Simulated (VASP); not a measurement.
# AlRu (P4/mmm) in VASP: notebook, part 2 of 2

VASP 6.6.1.

**5. Single point, r2SCAN (strain -0.025 along x and y, +0.000 along z)**

Contents of POSCAR:

```
AlRu
1.0
    2.9168100000      0.0000000000      0.0000000000
    0.0000000000      2.9168100000      0.0000000000
    0.0000000000      0.0000000000      2.9916000000
Al Ru
1 1
Direct
    0.0000000000      0.0000000000      0.0000000000
    0.5000000000      0.5000000000      0.5000000000
```

Contents of INCAR.step1:

```
SYSTEM = AlRu
ALGO = Normal ; EDIFF = 1E-4
ENCUT = 520 ; GGA = PE
ISMEAR = 0 ; LASPH = .TRUE.
LCHARG = .FALSE. ; LREAL = .FALSE.
LWAVE = .TRUE. ; NBANDS = 16
NELM = 60 ; PREC = Accurate
SIGMA = 0.15
```

Contents of INCAR.step2:

```
SYSTEM = AlRu
ALGO = Normal ; EDIFF = 1E-7
ENCUT = 520 ; ISIF = 2
ISMEAR = 0 ; ISTART = 1
LASPH = .TRUE. ; LCHARG = .FALSE.
LMIXTAU = .TRUE. ; LREAL = .FALSE.
LWAVE = .FALSE. ; METAGGA = R2SCAN
NBANDS = 16 ; NELM = 60
PREC = Accurate ; SIGMA = 0.15
```

Contents of KPOINTS:

```
k-points
0
G
  16 16 16
  0 0 0
```

Potentials or basis: VASP PAW PBE potentials, release 64 (Al, Ru_pv).

Launch:

```console
$ cat potpaw_PBE.64/Al/POTCAR potpaw_PBE.64/Ru_pv/POTCAR > POTCAR
$ cp INCAR.step1 INCAR
$ mpirun -np 1 vasp_std > vasp.out
$ cp INCAR.step2 INCAR
$ mpirun -np 1 vasp_std > vasp.out
```

OUTCAR:

```text
SYSTEM = AlRu
   EDIFF = 1E-7
   ENCUT = 520
   ISIF = 2
   ISMEAR = 0
   ISTART = 1
   LASPH = .TRUE.
   LREAL = .FALSE.
   METAGGA = R2SCAN
   NELM = 60
   PREC = Accurate

 ion  position               nearest neighbor table
   1  0.000  0.000  0.000-   2 2.55   2 2.55   2 2.55   2 2.55   2 2.55   2 2.55   2 2.55   2 2.55

   2  0.500  0.500  0.500-   1 2.55   1 2.55   1 2.55   1 2.55   1 2.55   1 2.55   1 2.55   1 2.55

  LATTYP: Found a simple tetragonal cell.
 ALAT       =     2.9168100000
 C/A-ratio  =     1.0256410256

  Lattice vectors:

 A1 = (   2.9168100000,   0.0000000000,   0.0000000000)
 A2 = (   0.0000000000,   2.9168100000,   0.0000000000)
 A3 = (   0.0000000000,   0.0000000000,   2.9916000000)

Analysis of symmetry for initial positions (statically):
=====================================================================
 Subroutine PRICEL returns:
 Original cell was already a primitive cell.

 Routine SETGRP: Setting up the symmetry group for a
 simple tetragonal supercell.

 Subroutine GETGRP returns: Found 16 space group operations
 (whereof 16 operations were pure point group operations)
 out of a pool of 16 trial point group operations.

The static configuration has the point symmetry D_4h.

Analysis of symmetry for dynamics (positions and initial velocities):
=====================================================================
 Subroutine PRICEL returns:
 Original cell was already a primitive cell.

 Routine SETGRP: Setting up the symmetry group for a
 simple tetragonal supercell.

 Subroutine GETGRP returns: Found 16 space group operations
 (whereof 16 operations were pure point group operations)
 out of a pool of 16 trial point group operations.

The dynamic configuration has the point symmetry D_4h.

 Subroutine INISYM returns: Found 16 space group operations
 (whereof 16 operations are pure point group operations),
 and found     1 'primitive' translations

[... 115 lines left out ...]
  volume/ion in A,a.u.               =      12.73        85.88
  Fermi-wavevector in a.u.,A,eV,Ry     =   1.431038  2.704270 27.862964  2.047870
  Thomas-Fermi vector in A             =   2.550818
   LORBIT       =      0    0 simple, 1 ext, 2 COOP (PROOUT), +10 PAW based schemes
   METAGGA = R2SCAN    functional components
   LHFCALC =     F    Hartree Fock is set to
   AEXX    =    0.0000 exact exchange contribution
   IVDW    =     0    specifies the selected vdW correction
   LEPSILON=     F    determine dielectric tensor
   LRPA    =     F    only Hartree local field effects (RPA)
 non-spin polarized calculation
 Gauss-broadening in eV      SIGMA  =   0.15
  energy-cutoff  :      520.00
  volume of cell :       25.45
 maximum number of plane-waves:       711
 NGX is ok and might be reduce to    24
   NGX = 11   NGY = 11   NGZ = 11

 number of electron      17.0000003 magnetization

 Free energy of the ion-electron system (eV)
  ---------------------------------------------------
  ext. energy  EPLUGINS =         0.00000000
  ---------------------------------------------------
  free energy    TOTEN  =       -33.57768836 eV

  energy without entropy =      -33.56112984  energy(sigma->0) =      -33.56940910

 E-fermi :  11.3193     XC(G=0): -13.9011

 val. band max:       11.3142198184   @ k =   0.5000   0.4375   0.1250
 cond. band min:      11.3207772435   @ k =   0.4375   0.0625   0.1250
 fundamental gap:      0.0065574250
 Fermi energy:        11.3193158434

 k-point     1 :       0.0000    0.0000    0.0000
  band No.  band energies     occupation
      1     -31.8116      2.00000
      2     -31.7736      2.00000
      3     -31.7736      2.00000
      4       0.8205      2.00000
      5       7.3112      2.00000
      6       7.3245      2.00000
[... 433 lines left out ...]
      3     -31.7803      2.00000
      4       5.2582      2.00000
      5       5.5106      2.00000
      6       8.5043      2.00000
[... 8 lines left out ...]
     15      24.2747      0.00000
     16      24.9157      0.00000

 [... further k-points ...]

------------------------ aborting loop because EDIFF is reached ----------------------------------------

  FORCE on cell =-STRESS in cart. coord.  units (eV):
  Direction    XX          YY          ZZ          XY          YZ          ZX
  --------------------------------------------------------------------------------------
  -------------------------------------------------------------------------------------
  Total        1.9240323      1.9240323      1.0899264      0.0000000     -0.0000000      0.0000000
  in kB      121.1164502    121.1164502     68.6100859      0.0000000     -0.0000000      0.0000000
  external PRESSURE =     103.6143288 kB  Pullay stress =       0.0000000 kB

 VOLUME and BASIS-vectors are now :
 -----------------------------------------------------------------------------
  energy-cutoff  :      520.00
  volume of cell :       25.45
      direct lattice vectors                 reciprocal lattice vectors
     2.916810000  0.000000000  0.000000000     0.342840295  0.000000000  0.000000000
     0.000000000  2.916810000  0.000000000     0.000000000  0.342840295  0.000000000
     0.000000000  0.000000000  2.991600000     0.000000000  0.000000000  0.334269287

 POSITION                                       TOTAL-FORCE (eV/Angst)
 -----------------------------------------------------------------------------------
      0.00000      0.00000      0.00000         0.000000      0.000000      0.000000
      1.45840      1.45840      1.49580         0.000000      0.000000      0.000000
 -----------------------------------------------------------------------------------
    total drift:                                0.000000     -0.000000     -0.000000

  FREE ENERGIE OF THE ION-ELECTRON SYSTEM (eV)
  ---------------------------------------------------
  free  energy   TOTEN  =       -33.5776883631 eV

  energy  without entropy=      -33.5611298369  energy(sigma->0) =      -33.56940910
```

OUTCAR.step1:

```text
SYSTEM = AlRu
   EDIFF = 1E-4
   ENCUT = 520
   GGA = PE
   ISMEAR = 0
   LASPH = .TRUE.
   LREAL = .FALSE.
[... 679 lines left out ...]
      0.00000      0.00000      0.00000         0.000000      0.000000      0.000000
      1.45840      1.45840      1.49580         0.000000      0.000000      0.000000
 -----------------------------------------------------------------------------------
    total drift:                                0.000000     -0.000000     -0.000000

  FREE ENERGIE OF THE ION-ELECTRON SYSTEM (eV)
  ---------------------------------------------------
  free  energy   TOTEN  =       -14.1878740921 eV

  energy  without entropy=      -14.1701783458  energy(sigma->0) =      -14.17902622
```

Run time: 2.5 min. Hardware: 1 thread of Intel Xeon 6975P-C (Granite Rapids), shared host; peak memory 0.27 GiB.

Results:

| Item | Value |
| --- | --- |
| Free energy | -33.5777 eV |
| Pressure | 10.4 GPa |
| Band gap on the k mesh | zero (an odd number of electrons rules out a gap without spin polarisation) |

Caveat: the cell differs from its parent crystal (strain -0.025 along x and y, +0.000 along z); the stress differs along the axes, from 7 to 12 GPa; the PAW data sets were made with another functional, which shifts forces and pressure a little.

**6. Single point, r2SCAN (strain +0.000 along x and y, -0.025 along z)**

Contents of POSCAR:

```
AlRu
1.0
    2.9916000000      0.0000000000      0.0000000000
    0.0000000000      2.9916000000      0.0000000000
    0.0000000000      0.0000000000      2.9168100000
Al Ru
1 1
Direct
    0.0000000000      0.0000000000      0.0000000000
    0.5000000000      0.5000000000      0.5000000000
```

Contents of INCAR.step1:

```
SYSTEM = AlRu
PREC = Accurate
ENCUT = 520
ISMEAR = 0
SIGMA = 0.15
LREAL = .False.
LASPH = .True.
NELM = 80
NBANDS = 16
GGA = PE
ALGO = Normal
EDIFF = 1E-4
LWAVE = .True.
LCHARG = .False.
```

Contents of INCAR.step2:

```
SYSTEM = AlRu
PREC = Accurate
ENCUT = 520
EDIFF = 1E-7
ISMEAR = 0
SIGMA = 0.15
LREAL = .False.
LASPH = .True.
NELM = 80
ALGO = Normal
ISIF = 2
LWAVE = .False.
LCHARG = .False.
METAGGA = R2SCAN
LMIXTAU = .True.
NBANDS = 16
ISTART = 1
```

Contents of KPOINTS:

```
Automatic mesh
0
Gamma
  16 16 16
  0 0 0
```

Potentials or basis: VASP PAW PBE potentials, release 64 (Al, Ru_pv).

Launch:

```console
$ cat potpaw_PBE.64/Al/POTCAR potpaw_PBE.64/Ru_pv/POTCAR > POTCAR
$ cp INCAR.step1 INCAR
$ mpirun -np 1 vasp_std > vasp.out
$ cp INCAR.step2 INCAR
$ mpirun -np 1 vasp_std > vasp.out
```

Wall time 2.6 min (1 thread of Intel Xeon 6975P-C (Granite Rapids), shared host); peak memory 0.28 GiB.

The run converged. Its results:

| Quantity | Value |
| --- | --- |
| Free energy | -33.6067 eV |
| Pressure | 4.0 GPa |
| Band gap on the k mesh | zero (an odd number of electrons rules out a gap without spin polarisation) |

Stress tensor (GPa, compression positive):
```
2.27 0.00 0.00
0.00 2.27 0.00
0.00 0.00 7.39
```

Levels at points of the mesh, in eV from the Fermi level:
| k point | band 5 | band 6 | band 7 | band 8 | band 9 | band 10 | band 11 | band 12 | band 13 | band 14 |
| --- | --- | --- | --- | --- | --- | --- | --- | --- | --- | --- |
| (0.00, 0.00, 0.00) | -3.85 | -3.85 | 0.04 | 0.23 | 0.23 | 6.35 | 6.35 | 7.20 | 10.37 | 11.53 |
| (0.50, 0.00, 0.00) | -5.86 | -2.98 | -1.87 | -1.54 | 0.48 | 2.44 | 7.71 | 10.37 | 11.50 | 12.21 |
| (0.50, 0.50, 0.00) | -3.35 | -1.62 | -1.62 | -1.14 | -1.14 | 1.66 | 5.57 | 6.87 | 10.37 | 12.06 |
| (0.00, 0.00, 0.50) | -5.55 | -2.85 | -1.88 | -1.88 | 0.35 | 2.90 | 7.68 | 10.37 | 11.50 | 11.50 |
| (0.50, 0.00, 0.50) | -3.23 | -1.56 | -1.44 | -1.36 | -1.36 | 1.82 | 5.95 | 7.07 | 10.37 | 11.41 |
| (0.50, 0.50, 0.50) | -5.10 | -5.05 | 1.78 | 1.97 | 3.35 | 4.31 | 4.31 | 4.50 | 8.94 | 9.32 |

Caveat: the cell differs from its parent crystal (strain +0.000 along x and y, -0.025 along z); the stress differs along the axes, from 2 to 7 GPa; the PAW data sets were made with another functional, which shifts forces and pressure a little.

**7. Single point, r2SCAN (strain -0.025 along x and y, +0.025 along z)**

Contents of POSCAR:

```
AlRu
1.0
    2.9168100000      0.0000000000      0.0000000000
    0.0000000000      2.9168100000      0.0000000000
    0.0000000000      0.0000000000      3.0663900000
Al Ru
1 1
Direct
    0.0000000000      0.0000000000      0.0000000000
    0.5000000000      0.5000000000      0.5000000000
```

Contents of INCAR.step1:

```
SYSTEM = AlRu
PREC = Accurate ; ENCUT = 520
ISMEAR = 0 ; SIGMA = 0.15
LREAL = .False. ; LASPH = .True.
NELM = 60 ; NBANDS = 16
GGA = PE ; ALGO = Normal
EDIFF = 1E-4 ; LWAVE = .True.
LCHARG = .False.
```

Contents of INCAR.step2:

```
SYSTEM = AlRu
PREC = Accurate ; ENCUT = 520
EDIFF = 1E-7 ; ISMEAR = 0
SIGMA = 0.15 ; LREAL = .False.
LASPH = .True. ; NELM = 60
ALGO = Normal ; ISIF = 2
LWAVE = .False. ; LCHARG = .False.
METAGGA = R2SCAN ; LMIXTAU = .True.
NBANDS = 16 ; ISTART = 1
```

Contents of KPOINTS:

```
regular mesh
0
Gamma
  16 16 16
  0 0 0
```

Launch:

```console
$ cat potpaw_PBE.64/Al/POTCAR potpaw_PBE.64/Ru_pv/POTCAR > POTCAR
$ cp INCAR.step1 INCAR
$ mpirun -np 1 vasp_std > vasp.out
$ cp INCAR.step2 INCAR
$ mpirun -np 1 vasp_std > vasp.out
```

Wall time 2.5 min (1 thread of Intel Xeon 6975P-C (Granite Rapids), shared host); peak memory 0.28 GiB.

Results (log left out):

| Item | Value |
| --- | --- |
| Free energy | -33.5871 eV |
| Pressure | 4.3 GPa |
| Band gap on the k mesh | zero (an odd number of electrons rules out a gap without spin polarisation) |

Stress tensor (GPa, compression positive):
```
 7.50  0.00  0.00
 0.00  7.50  0.00
 0.00  0.00 -2.00
```

Levels at points of the mesh, in eV from the Fermi level:
```tsv
k point	band 6	band 7	band 8	band 9	band 10	band 11	band 12	band 13
(0.00, 0.00, 0.00)	-3.85	0.05	0.05	0.40	5.55	7.18	7.18	10.36
(0.50, 0.00, 0.00)	-2.89	-2.21	-1.57	0.36	2.89	7.64	10.36	10.82
(0.50, 0.50, 0.00)	-1.65	-1.65	-1.32	-1.32	1.99	6.28	7.25	10.37
(0.00, 0.00, 0.50)	-3.10	-1.55	-1.55	0.60	1.98	7.76	10.36	12.20
(0.50, 0.00, 0.50)	-1.81	-1.43	-1.23	-1.08	1.61	5.64	6.85	10.37
(0.50, 0.50, 0.50)	-5.06	1.68	2.06	3.35	4.13	4.49	4.49	8.92
```

Caveat: the cell differs from its parent crystal (strain -0.025 along x and y, +0.025 along z); the stress differs along the axes, from -2 to 7 GPa; the PAW data sets were made with another functional, which shifts forces and pressure a little.

**8. Overview**

| cell | gap on the mesh (eV) | pressure (GPa) |
| --- | --- | --- |
| a = 3.066, b = 3.066, c = 3.141 Å, 2 atoms | none | -18.7 |
| a = 2.917, b = 2.917, c = 2.842 Å, 2 atoms | none | 25.6 |
| a = 2.842, b = 2.842, c = 3.066 Å, 2 atoms | none | 18.7 |
| a = 2.917, b = 2.917, c = 2.992 Å, 2 atoms | none | 10.4 |
| a = 2.992, b = 2.992, c = 2.917 Å, 2 atoms | none | 4.0 |
| a = 2.917, b = 2.917, c = 3.066 Å, 2 atoms | none | 4.3 |

Alike in all rows: task single point; level r2SCAN; potentials or basis VASP PAW PBE potentials, release 64 (Al, Ru_pv); no spin polarisation; k mesh 16 × 16 × 16; cutoff (eV) 520; smearing gaussian 0.15 eV.

Caveats: the PAW data sets were made with another functional, which shifts forces and pressure a little; the cell stands under tension (at least some runs); the stress differs along the axes, from 23 to 30 GPa (at least some runs); the stress differs along the axes, from 8 to 24 GPa (at least some runs); the stress differs along the axes, from 7 to 12 GPa (at least some runs); the stress differs along the axes, from 2 to 7 GPa (at least some runs); the stress differs along the axes, from -2 to 7 GPa (at least some runs).

Absolute energies hang on the potentials; compare differences alone.
